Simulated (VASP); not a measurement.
Wanted: the native input for a VASP 6.6.1 run.

- Task: single point
- Functional: PBE
- Potentials or basis: VASP PAW PBE potentials, release 64 (W_sv)
- Cutoff: 520 eV
- k mesh: 6 × 6 × 4
- Occupations: gaussian, width 0.1 eV
- Spin: no spin polarisation
- Dipole correction: no
- Further INCAR settings: ALGO = Normal; EDIFF = 1e-06; NBANDS = 21

The structure of W lies in POSCAR:

```
W
1.0
    2.7775190306      0.0000000000      0.0000000000
   -1.3887595153      2.4054020400      0.0000000000
    0.0000000000      0.0000000000      4.9680110596
W
2
Direct
    0.3333333333      0.6666666667      0.2500000000
    0.6666666667      0.3333333333      0.7500000000
```

One way to write it, as run:

INCAR

```
  PREC = Accurate
  ENCUT = 520
  EDIFF = 1E-6
  ISMEAR = 0
  SIGMA = 0.1
  LREAL = False
  LASPH = True
  NELM = 100
  ALGO = Normal
  ISIF = 2
  LWAVE = False
  LCHARG = False
  GGA = PE
  NBANDS = 21
```

KPOINTS

```
Automatic mesh
0
Gamma
  6 6 4
```

Potentials or basis: VASP PAW PBE potentials, release 64 (W_sv).

Run with:

```sh
$ cat potpaw_PBE.64/W_sv/POTCAR > POTCAR
$ mpirun -np 1 vasp_std > vasp.out
```

It gave:

The pressure is 0.4 GPa and the band gap on the k mesh is zero (band 14 reaches 11.66 eV, above the bottom of band 15 at 10.04 eV).

Caveat: the k points lie up to 0.44 Å⁻¹ apart; spin-orbit coupling is left out, which moves the levels of the heavy elements.

Run time: 9.1 s on 1 thread of AMD EPYC 7R13 Processor (Zen 3) (shared host), peak memory 0.13 GiB.
